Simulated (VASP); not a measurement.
# CoSi (P2_12_12_1) in VASP: a series of runs, part 2 of 2

VASP 6.6.1. The steps go on from the part before.

### 4 Single point, PBE (strain -0.0750 x Voigt [1, -1, 0, 0, 0, 0])

Contents of INCAR:

```
PREC = Accurate ; ENCUT = 520
EDIFF = 1E-7 ; ISMEAR = 0
SIGMA = 0.15 ; LREAL = F
LASPH = T ; NELM = 60
ALGO = Normal ; ISIF = 2
LWAVE = F ; LCHARG = T
GGA = PE ; LELF = T
LVHAR = T ; NBANDS = 36
```

Contents of KPOINTS:

```
Automatic mesh
0
Gamma
  10 10 10
```

Contents of POSCAR:

```
CoSi
1.0
    4.0985353808      0.0000000000      0.0000000000
    0.0000000000      4.7631627398      0.0000000000
    0.0000000000      0.0000000000      4.4308490603
Co Si
4 4
Direct
    0.1450189116      0.1450189116      0.1450189116
    0.3549810884      0.8549810884      0.6450189116
    0.6450189116      0.3549810884      0.8549810884
    0.8549810884      0.6450189116      0.3549810884
    0.8431597103      0.8431597103      0.8431597103
    0.6568402897      0.1568402897      0.3431597103
    0.3431597103      0.6568402897      0.1568402897
    0.1568402897      0.3431597103      0.6568402897
```

Potentials or basis: VASP PAW PBE potentials, release 64 (Co, Si).

Launch:

```
$ cat potpaw_PBE.64/Co/POTCAR potpaw_PBE.64/Si/POTCAR > POTCAR
$ mpirun -np 1 vasp_std > vasp.out
```

OUTCAR:

```text
PREC = Accurate
   ENCUT = 520
   EDIFF = 1E-7
   ISMEAR = 0
   LREAL = F
   LASPH = T
   NELM = 60
   ISIF = 2
   GGA = PE

 ion  position               nearest neighbor table
   1  0.145  0.145  0.145-   6 2.19   6 2.27   5 2.32   8 2.36   8 2.46   7 2.46   7 2.57   3 2.62
                             3 2.62   2 2.75   2 2.75   4 2.82   4 2.82
   2  0.355  0.855  0.645-   5 2.19   5 2.27   6 2.32   7 2.36   7 2.46   8 2.46   8 2.57   4 2.62
                             4 2.62   1 2.75   1 2.75   3 2.82   3 2.82
   3  0.645  0.355  0.855-   8 2.19   8 2.27   7 2.32   6 2.36   6 2.46   5 2.46   5 2.57   1 2.62
                             1 2.62   4 2.75   4 2.75   2 2.82   2 2.82
   4  0.855  0.645  0.355-   7 2.19   7 2.27   8 2.32   5 2.36   5 2.46   6 2.46   6 2.57   2 2.62
                             2 2.62   3 2.75   3 2.75   1 2.82   1 2.82
   5  0.843  0.843  0.843-   2 2.19   2 2.27   1 2.32   4 2.36   4 2.46   3 2.46   3 2.57   7 2.63
                             7 2.63   6 2.78   6 2.78   8 2.83   8 2.83
   6  0.657  0.157  0.343-   1 2.19   1 2.27   2 2.32   3 2.36   3 2.46   4 2.46   4 2.57   8 2.63
                             8 2.63   5 2.78   5 2.78   7 2.83   7 2.83
   7  0.343  0.657  0.157-   4 2.19   4 2.27   3 2.32   2 2.36   2 2.46   1 2.46   1 2.57   5 2.63
                             5 2.63   8 2.78   8 2.78   6 2.83   6 2.83
   8  0.157  0.343  0.657-   3 2.19   3 2.27   4 2.32   1 2.36   1 2.46   2 2.46   2 2.57   6 2.63
                             6 2.63   7 2.78   7 2.78   5 2.83   5 2.83

  LATTYP: Found a simple orthorhombic cell.
 ALAT       =     4.0985353808
 B/A-ratio  =     1.0810810811
 C/A-ratio  =     1.1621621622

  Lattice vectors:

 A1 = (  -4.0985353808,   0.0000000000,   0.0000000000)
 A2 = (   0.0000000000,   0.0000000000,   4.4308490603)
 A3 = (   0.0000000000,   4.7631627398,   0.0000000000)

Analysis of symmetry for initial positions (statically):
=====================================================================
 Subroutine PRICEL returns:
 Original cell was already a primitive cell.

 Routine SETGRP: Setting up the symmetry group for a
 simple orthorhombic supercell.

 Subroutine GETGRP returns: Found  4 space group operations
 (whereof  1 operations were pure point group operations)
 out of a pool of  8 trial point group operations.

The static configuration has the point symmetry C_1 .
[... 157 lines left out ...]
   LRPA    =     F    only Hartree local field effects (RPA)
 non-spin polarized calculation
 Gauss-broadening in eV      SIGMA  =   0.15
  energy-cutoff  :      520.00
  volume of cell :       86.50
 maximum number of plane-waves:      2356
   NGX = 15   NGY = 17   NGZ = 17

 number of electron      52.0000016 magnetization

 Free energy of the ion-electron system (eV)
  ---------------------------------------------------
  ext. energy  EPLUGINS =         0.00000000
  ---------------------------------------------------
  free energy    TOTEN  =       -54.00321809 eV

  energy without entropy =      -53.98334410  energy(sigma->0) =      -53.99328110

 E-fermi :  12.1902     XC(G=0): -12.8849

 val. band max:       12.1799630766   @ k =   0.0000   0.0000   0.0000
 cond. band min:      12.1980379912   @ k =   0.5000   0.3000   0.5000
 fundamental gap:      0.0180749146
 Fermi energy:        12.1902170400

 k-point     1 :       0.0000    0.0000    0.0000
  band No.  band energies     occupation
      1      -1.5192      2.00000
      2       3.2983      2.00000
      3       4.0659      2.00000
      4       4.3253      2.00000
      5       6.5369      2.00000
      6       6.6171      2.00000
[... 925 lines left out ...]
     35      19.1076      0.00000
     36      19.1076      0.00000

 [... further k-points ...]

------------------------ aborting loop because EDIFF is reached ----------------------------------------

  FORCE on cell =-STRESS in cart. coord.  units (eV):
  Direction    XX          YY          ZZ          XY          YZ          ZX
  --------------------------------------------------------------------------------------
  -------------------------------------------------------------------------------------
  Total       14.4468974     -6.1956157      0.8757026      0.0000000      0.0000000      0.0000000
  in kB      267.5926047   -114.7582685     16.2201991      0.0000000      0.0000000      0.0000000
  external PRESSURE =      56.3515118 kB  Pullay stress =       0.0000000 kB

 VOLUME and BASIS-vectors are now :
 -----------------------------------------------------------------------------
  energy-cutoff  :      520.00
  volume of cell :       86.50
      direct lattice vectors                 reciprocal lattice vectors
     4.098535381  0.000000000  0.000000000     0.243989598  0.000000000  0.000000000
     0.000000000  4.763162740  0.000000000     0.000000000  0.209944538  0.000000000
     0.000000000  0.000000000  4.430849060     0.000000000  0.000000000  0.225690378

 POSITION                                       TOTAL-FORCE (eV/Angst)
 -----------------------------------------------------------------------------------
      0.59437      0.69075      0.64256         0.175917     -0.209999     -0.132081
      1.45490      4.07241      2.85798        -0.175917      0.209999     -0.132081
      2.64363      1.69083      3.78829         0.175917      0.209999      0.132081
      3.50417      3.07233      1.57287        -0.175917     -0.209999      0.132081
      3.45572      4.01611      3.73591         0.241677     -0.130221      0.315617
      2.69208      0.74706      1.52049        -0.241677      0.130221      0.315617
      1.40645      3.12864      0.69494         0.241677      0.130221     -0.315617
      0.64282      1.63453      2.91036        -0.241677     -0.130221     -0.315617
 -----------------------------------------------------------------------------------
    total drift:                                0.000000      0.000000     -0.000000

  FREE ENERGIE OF THE ION-ELECTRON SYSTEM (eV)
  ---------------------------------------------------
  free  energy   TOTEN  =       -54.0032180929 eV

  energy  without entropy=      -53.9833440973  energy(sigma->0) =      -53.99328110
```

OSZICAR:

```text
N       E                     dE             d eps       ncg     rms          rms(c)
DAV:   1     0.354614010618E+03    0.35461E+03   -0.22017E+04 15552   0.166E+03
DAV:   2    -0.301986669039E+02   -0.38481E+03   -0.36741E+03 15552   0.362E+02
DAV:   3    -0.587940946058E+02   -0.28595E+02   -0.27228E+02 16928   0.119E+02
DAV:   4    -0.599610857177E+02   -0.11670E+01   -0.11532E+01 19856   0.219E+01
DAV:   5    -0.600050522360E+02   -0.43967E-01   -0.43924E-01 20128   0.409E+00    0.279E+01
DAV:   6    -0.664205058898E+02   -0.64155E+01   -0.11091E+02 20324   0.135E+02    0.282E+01
DAV:   7    -0.539454500792E+02    0.12475E+02   -0.49004E+01 18020   0.989E+01    0.747E+00
DAV:   8    -0.541148885533E+02   -0.16944E+00   -0.40858E+00 17392   0.103E+01    0.307E+00
DAV:   9    -0.540083720170E+02    0.10652E+00   -0.26425E-01 21916   0.625E+00    0.960E-01
DAV:  10    -0.540042834562E+02    0.40886E-02   -0.20422E-02 17724   0.922E-01    0.317E-01
DAV:  11    -0.540032971813E+02    0.98627E-03   -0.25967E-03 24864   0.567E-01    0.118E-01
DAV:  12    -0.540032188886E+02    0.78293E-04   -0.27633E-04 23116   0.171E-01    0.323E-02
DAV:  13    -0.540032223933E+02   -0.35047E-05   -0.58856E-05 21024   0.411E-02    0.317E-02
DAV:  14    -0.540032180504E+02    0.43428E-05   -0.19603E-05 22328   0.371E-02    0.270E-03
DAV:  15    -0.540032180929E+02   -0.42434E-07   -0.94958E-07 17272   0.736E-03
   1 F= -.54003218E+02 E0= -.53993281E+02  d E =-.198740E-01
```

stdout:

```text
POSCAR found type information on POSCAR CoSi
 POSCAR found :  2 types and       8 ions
 scaLAPACK will be used
 LDA part: xc-table for (Slater+PW92), standard interpolation
 POSCAR, INCAR and KPOINTS ok, starting setup
 FFT: planning ... GRIDC
 FFT: planning ... GRID_SOFT
 FFT: planning ... GRID
 WAVECAR not read
 entering main loop
```

It took 14 min on 1 thread of Oxide Virtual Turin-like, shared host; peak memory 0.54 GiB.

What came out:

```yaml
Free_energy: -54.0032 eV
Pressure: 5.6 GPa
Largest_force: 0.418 eV/Å
Band_gap_on_the_k_mesh: zero (band 26 reaches 12.17 eV, above the bottom of band 27 at 11.92 eV)
```

Forces on the atoms (eV/Å):
```
Co   0.176 -0.210 -0.132
Co  -0.176  0.210 -0.132
Co   0.176  0.210  0.132
Co  -0.176 -0.210  0.132
Si   0.242 -0.130  0.316
Si  -0.242  0.130  0.316
Si   0.242  0.130 -0.316
Si  -0.242 -0.130 -0.316
```

Levels at points of the mesh, in eV from the Fermi level:
```tsv
k point	band 24	band 25	band 26	band 27	band 28	band 29
(0.00, 0.00, 0.00)	-0.69	-0.14	-0.08	-0.01	2.40	2.42
(0.50, 0.00, 0.00)	-0.87	-0.56	-0.56	0.67	0.67	1.47
(0.00, 0.50, 0.00)	-0.58	-0.46	-0.46	0.90	0.90	1.92
(0.50, 0.50, 0.00)	-1.05	-0.08	-0.08	0.51	0.51	2.06
(0.00, 0.00, 0.50)	-0.69	-0.47	-0.47	0.97	0.97	1.50
(0.50, 0.00, 0.50)	-1.33	-0.12	-0.12	0.31	0.31	1.73
(0.00, 0.50, 0.50)	-0.85	-0.02	-0.02	0.88	0.88	2.35
(0.50, 0.50, 0.50)	-1.25	-0.27	-0.27	-0.27	-0.27	4.65
```

Caveat: the cell differs from its parent crystal (strain -0.0750 x Voigt [1, -1, 0, 0, 0, 0]).

### 5 Overview

```csv
cell,gap on the mesh (eV),pressure (GPa),largest force (eV/Å)
"a = 4.597, b = 4.265, c = 4.431 Å, 8 atoms",none,1.2,0.12
"a = 4.929, b = 3.932, c = 4.431 Å, 8 atoms",none,11.5,0.52
"a = 4.099, b = 4.763, c = 4.431 Å, 8 atoms",none,5.6,0.42
```

Alike in all rows: task single point; level PBE; potentials or basis VASP PAW PBE potentials, release 64 (Co, Si); no spin polarisation; k mesh 10 × 10 × 10; cutoff (eV) 520; smearing gaussian 0.15 eV.

Total energies depend on the potentials used, so only differences within one code and one set of settings carry meaning.
